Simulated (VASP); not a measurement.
# Cu in VASP: further runs

Cu is run at these levels: PBE+D3(BJ); tasks: single point.

All numbers are computed with VASP 6.6.1; they aren't measurements. Logs are shortened: lines on timing, memory, paths and dates and some standing lists are left out, and cuts for length are marked.

## 1. The cell of the first run

The cell holds a slab with vacuum, 16 atoms: a = 5.039 Å, b = 5.039 Å, c = 25.058 Å, α = 90.00°, β = 90.00°, γ = 90.00°.

## 2. Single point, PBE+D3(BJ)

Contents of INCAR:

```
SYSTEM = Cu
ALGO = Normal ; DIPOL = 0.5 0.5 0.426
EDIFF = 1E-7 ; ENCUT = 520
GGA = PE ; IDIPOL = 3
ISIF = 2 ; ISMEAR = 0
IVDW = 12 ; LASPH = .TRUE.
LCHARG = .TRUE. ; LDIPOL = .TRUE.
LELF = .TRUE. ; LREAL = Auto
LVACPOTAV = .TRUE. ; LVHAR = .TRUE.
LWAVE = .FALSE. ; NBANDS = 102
NELM = 60 ; PREC = Accurate
SIGMA = 0.1
```

Contents of KPOINTS:

```
k-points
0
G
  4 4 1
  0 0 0
```

Contents of POSCAR:

```
Cu
1.0
    5.0393684365      0.0000000000      0.0000000000
    0.0000000000      5.0393684365      0.0000000000
    0.0000000000      0.0000000000     25.0575573915
Cu
16
Direct
    0.2500000000      0.2500000000      0.3192649576
    0.2500000000      0.7500000000      0.3192649576
    0.7500000000      0.2500000000      0.3192649576
    0.7500000000      0.7500000000      0.3192649576
    0.5000000000      0.5000000000      0.3903686877
    0.5000000000      0.0000000000      0.3903686877
    0.0000000000      0.5000000000      0.3903686877
    0.0000000000      0.0000000000      0.3903686877
    0.7493992582      0.7503864576      0.4629989437
    0.7493448413      0.2497813252      0.4629540265
    0.2506419321      0.7502739682      0.4629216511
    0.2506849300      0.2498970352      0.4628700608
    0.0006896614      0.0004468674      0.5327311234
    0.0001270242      0.4999121187      0.5330732553
    0.4994001015      0.0002205397      0.5340689992
    0.4999250083      0.5000271564      0.5333691274
```

Potentials or basis: VASP PAW PBE potentials, release 64 (Cu).

Started as:

```
cat potpaw_PBE.64/Cu/POTCAR > POTCAR
mpirun -np 1 vasp_std > vasp.out
```

OUTCAR:

```text
SYSTEM = Cu
   EDIFF = 1E-7
   ENCUT = 520
   GGA = PE
   ISIF = 2
   ISMEAR = 0
   IVDW = 12
   LASPH = .TRUE.
   LREAL = Auto
   NELM = 60
   PREC = Accurate
 IVDW          = 12

 ion  position               nearest neighbor table
   1  0.250  0.250  0.319-   2 2.52   3 2.52   2 2.52   3 2.52   7 2.52   8 2.52   5 2.52   6 2.52

   2  0.250  0.750  0.319-   1 2.52   4 2.52   1 2.52   4 2.52   7 2.52   8 2.52   5 2.52   6 2.52

   3  0.750  0.250  0.319-   1 2.52   4 2.52   4 2.52   1 2.52   7 2.52   8 2.52   5 2.52   6 2.52
[... 23 lines left out ...]
  15  0.499  0.000  0.534-  13 2.51  11 2.52  12 2.52  10 2.52   9 2.52  16 2.52  16 2.52  13 2.53

  16  0.500  0.500  0.533-   9 2.51  10 2.51  11 2.51  12 2.51  14 2.52  15 2.52  14 2.52  15 2.52

  LATTYP: Found a simple tetragonal cell.
 ALAT       =     5.0393684365
 C/A-ratio  =     4.9723606653

  Lattice vectors:

 A1 = (   5.0393684365,   0.0000000000,   0.0000000000)
 A2 = (   0.0000000000,   5.0393684365,   0.0000000000)
 A3 = (   0.0000000000,   0.0000000000,  25.0575573915)

Analysis of symmetry for initial positions (statically):
=====================================================================
 Subroutine PRICEL returns:
 Original cell was already a primitive cell.

 Routine SETGRP: Setting up the symmetry group for a
 simple tetragonal supercell.

 Subroutine GETGRP returns: Found  1 space group operations
 (whereof  1 operations were pure point group operations)
 out of a pool of 16 trial point group operations.

The static configuration has the point symmetry C_1 .

Analysis of symmetry for dynamics (positions and initial velocities):
=====================================================================
 Subroutine PRICEL returns:
 Original cell was already a primitive cell.

 Routine SETGRP: Setting up the symmetry group for a
 simple tetragonal supercell.

 Subroutine GETGRP returns: Found  1 space group operations
 (whereof  1 operations were pure point group operations)
 out of a pool of 16 trial point group operations.

The dynamic configuration has the point symmetry C_1 .

 Subroutine INISYM returns: Found  1 space group operations
 (whereof  1 operations are pure point group operations),
 and found     1 'primitive' translations

----------------------------------------------------------------------------------------

                                     Primitive cell

  volume of cell :     636.3425

  direct lattice vectors                    reciprocal lattice vectors
     5.039368437  0.000000000  0.000000000     0.198437565  0.000000000  0.000000000
     0.000000000  5.039368437  0.000000000     0.000000000  0.198437565  0.000000000
     0.000000000  0.000000000 25.057557392     0.000000000  0.000000000  0.039908120

  length of vectors
     5.039368437  5.039368437 25.057557392     0.198437565  0.198437565  0.039908120

  position of ions in fractional coordinates (direct lattice)
     0.250000000  0.250000000  0.319264958
     0.250000000  0.750000000  0.319264958
     0.750000000  0.250000000  0.319264958
     0.750000000  0.750000000  0.319264958
     0.500000000  0.500000000  0.390368688
     0.500000000  0.000000000  0.390368688
[... 8 lines left out ...]
     0.499400102  0.000220540  0.534068999
     0.499925008  0.500027156  0.533369127

  ion indices of the primitive-cell ions
   primitive index   ion index
                 1           1
                 2           2
                 3           3
                 4           4
                 5           5
                 6           6
[... 8 lines left out ...]
                15          15
                16          16

----------------------------------------------------------------------------------------

 KPOINTS: k-points

Automatic generation of k-mesh.
 Grid dimensions read from file:
 generate k-points for:    4    4    1

 Generating k-lattice:

  Cartesian coordinates                     Fractional coordinates (reciprocal lattice)
     0.049609391  0.000000000  0.000000000     0.250000000  0.000000000  0.000000000
     0.000000000  0.049609391  0.000000000     0.000000000  0.250000000  0.000000000
     0.000000000  0.000000000  0.039908120     0.000000000  0.000000000  1.000000000

  Length of vectors
     0.049609391  0.049609391  0.039908120

  Shift w.r.t. Gamma in fractional coordinates (k-lattice)
     0.000000000  0.000000000  0.000000000

 Subroutine IBZKPT returns following result:
 ===========================================

 Found     10 irreducible k-points:

 Following reciprocal coordinates:
            Coordinates               Weight
  0.000000  0.000000  0.000000      1.000000
  0.250000  0.000000  0.000000      2.000000
  0.000000  0.250000  0.000000      2.000000
  0.500000  0.000000  0.000000      1.000000
  0.000000  0.500000  0.000000      1.000000
  0.250000  0.250000  0.000000      2.000000
 -0.250000  0.250000  0.000000      2.000000
  0.500000  0.250000  0.000000      2.000000
 -0.250000  0.500000  0.000000      2.000000
  0.500000  0.500000  0.000000      1.000000
   k-points           NKPTS =     10   k-points in BZ     NKDIM =     10   number of bands    NBANDS=    102
   number of dos      NEDOS =    301   number of ions     NIONS =     16
   total plane-waves  NPLWV = 307200
   dimension x,y,z NGX =    40 NGY =   40 NGZ =  192
   dimension x,y,z NGXF=    80 NGYF=   80 NGZF=  384
   ions per type =              16
   NGX,Y,Z   is equivalent  to a cutoff of  13.20, 13.20, 12.74 a.u.
   NGXF,Y,Z  is equivalent  to a cutoff of  26.39, 26.39, 25.48 a.u.
 SYSTEM =  Cu
   PREC   = accura    normal or accurate (medium, high low for compatibility)
   ISTART =      0    job   : 0-new  1-cont  2-samecut
   ICHARG =      2    charge: 1-file 2-atom 10-const
   ISPIN  =      1    spin polarized calculation?
   LNONCOLLINEAR =      F non collinear calculations
   LSORBIT =      F    spin-orbit coupling
   LASPH  =      T    aspherical Exc in radial PAW
   ENCUT  =  520.0 eV  38.22 Ry    6.18 a.u.   9.37  9.37 46.59*2*pi/ulx,y,z
   NELM   =     60;   NELMIN=  2; NELMDL= -5     # of ELM steps
   EDIFF  = 0.1E-06   stopping-criterion for ELM
   LREAL  =      T    real-space projection
   EDIFFG = 0.1E-05   stopping-criterion for IOM
   NSW    =      0    number of steps for IOM
   IBRION =     -1    ionic relax: 0-MD 1-quasi-New 2-CG
   NFREE  =      0    steps in history (QN), initial steepest desc. (CG)
   ISIF   =      2    stress and relaxation
   ISYM   =      2    0-nonsym 1-usesym 2-fastsym
   POTIM  = 0.5000    time-step for ionic-motion
   TEBEG  =    0.0;   TEEND  =   0.0 temperature during run
   PSTRESS=    0.0 pullay stress
   NELECT =     176.0000    total number of electrons
   NUPDOWN=      -1.0000    fix difference up-down
   EMIN   =  10.00;   EMAX   =-10.00  energy-range for DOS
   EFERMI =   0.00;   METHOD = LEGACY
   ISMEAR =     0;   SIGMA  =   0.10  broadening in eV -4-tet -1-fermi 0-gaus
   EFERMI_NEDOS =   21; number of points for ismear=-14 and -15
   IALGO  =     38    algorithm
   IMIX   =      4    mixing-type and parameters
     AMIX     =   0.40;   BMIX     =  1.00
     AMIX_MAG =   1.60;   BMIX_MAG =  1.00
  volume/ion in A,a.u.               =      39.77       268.39
  Fermi-wavevector in a.u.,A,eV,Ry     =   1.066634  2.015646 15.479457  1.137708
  Thomas-Fermi vector in A             =   2.202225
   LORBIT       =      0    0 simple, 1 ext, 2 COOP (PROOUT), +10 PAW based schemes
   GGA     = PE    functional components
   LHFCALC =     F    Hartree Fock is set to
   AEXX    =    0.0000 exact exchange contribution
   IVDW    =    12    specifies the selected vdW correction
   LEPSILON=     F    determine dielectric tensor
   LRPA    =     F    only Hartree local field effects (RPA)
 non-spin polarized calculation
 Gauss-broadening in eV      SIGMA  =   0.10
  energy-cutoff  :      520.00
  volume of cell :      636.34
 maximum number of plane-waves:     17185
 NGX is ok and might be reduce to    40
   NGX = 19   NGY = 19   NGZ = 93

 dipolmoment           0.000000      0.000000      0.000270 electrons x Angstroem

 number of electron     175.9999999 magnetization

 dipolmoment           0.000000      0.000000     -0.000785 electrons x Angstroem

 Free energy of the ion-electron system (eV)
  ---------------------------------------------------
  ext. energy  EPLUGINS =         0.00000000
  ---------------------------------------------------
  free energy    TOTEN  =       -54.71990405 eV

  energy without entropy =      -54.66953750  energy(sigma->0) =      -54.69472078

 E-fermi :  -0.8626     XC(G=0):  -4.4765

 val. band max:       -0.8843855115   @ k =   0.0000   0.0000   0.0000
 cond. band min:      -0.8001229326   @ k =   0.0000   0.2500   0.0000
 fundamental gap:      0.0842625789
 Fermi energy:        -0.8625668574

 k-point     1 :       0.0000    0.0000    0.0000
  band No.  band energies     occupation
      1      -9.8589      2.00000
      2      -8.1746      2.00000
      3      -6.1796      2.00000
      4      -5.9494      2.00000
      5      -5.9493      2.00000
      6      -5.9325      2.00000
[... 1019 lines left out ...]
     99       4.2309      0.00000
    100       4.2397      0.00000
 [bands above 100 left out]

------------------------ aborting loop because EDIFF is reached ----------------------------------------

 Edisp (eV)   -6.69440

 E8    (eV) :    -2.9992

  FORCE on cell =-STRESS in cart. coord.  units (eV):
  Direction    XX          YY          ZZ          XY          YZ          ZX
  --------------------------------------------------------------------------------------
  -------------------------------------------------------------------------------------
  Total      -4.72293    -4.72654     0.07146    -0.00003    -0.01085    -0.00252
  in kB     -11.89134   -11.90044     0.17992    -0.00007    -0.02731    -0.00636
  external pressure =       -7.87 kB  Pullay stress =        0.00 kB

 VOLUME and BASIS-vectors are now :
 -----------------------------------------------------------------------------
  energy-cutoff  :      520.00
  volume of cell :      636.34
      direct lattice vectors                 reciprocal lattice vectors
     5.039368437  0.000000000  0.000000000     0.198437565  0.000000000  0.000000000
     0.000000000  5.039368437  0.000000000     0.000000000  0.198437565  0.000000000
     0.000000000  0.000000000 25.057557392     0.000000000  0.000000000  0.039908120

 POSITION                                       TOTAL-FORCE (eV/Angst)
 -----------------------------------------------------------------------------------
      1.25984      1.25984      8.00000        -0.000247     -0.000016      0.040090
      1.25984      3.77953      8.00000        -0.000118      0.000078      0.040162
      3.77953      1.25984      8.00000         0.000348      0.000331      0.040239
      3.77953      3.77953      8.00000         0.000219     -0.000269      0.040355
      2.51968      2.51968      9.78169         0.003415      0.002652     -0.070486
      2.51968      0.00000      9.78169         0.003183     -0.001214     -0.081846
[... 8 lines left out ...]
      2.51666      0.00111     13.38246         0.027467     -0.003690     -0.036038
      2.51931      2.51982     13.36493         0.002464      0.002667      0.040139
 -----------------------------------------------------------------------------------
    total drift:                               -0.000733     -0.000028     -0.005679

  FREE ENERGIE OF THE ION-ELECTRON SYSTEM (eV)
  ---------------------------------------------------
  free  energy   TOTEN  =       -61.4142991451 eV

  energy  without entropy=      -61.3639325985  energy(sigma->0) =      -61.38911587

 vacuum level on the upper side and lower side of the slab         3.622         3.628
```

Wall time 24 min (1 thread of Intel Xeon Platinum 8488C (Sapphire Rapids), shared host); peak memory 0.84 GiB.

What came out:

- Free energy: -61.4143 eV
- Largest force: 0.112 eV/Å
- Band gap on the k mesh: zero (bands 88 and 89 overlap by 0.92 eV)
- Dispersion energy per atom: -0.418 eV

Forces on the atoms (eV/Å):
```
Cu   0.000  0.000  0.040
Cu   0.000  0.000  0.040
Cu   0.000  0.000  0.040
Cu   0.000  0.000  0.040
Cu   0.003  0.003 -0.070
Cu   0.003 -0.001 -0.082
Cu  -0.003  0.002 -0.057
Cu  -0.003 -0.001 -0.059
Cu   0.008 -0.009 -0.018
Cu   0.009  0.010 -0.015
Cu  -0.008 -0.009 -0.015
Cu  -0.008  0.009 -0.012
Cu  -0.029 -0.012  0.108
Cu  -0.003  0.010  0.055
Cu   0.027 -0.004 -0.036
Cu   0.002  0.003  0.040
```

[end of part 1 of 2]
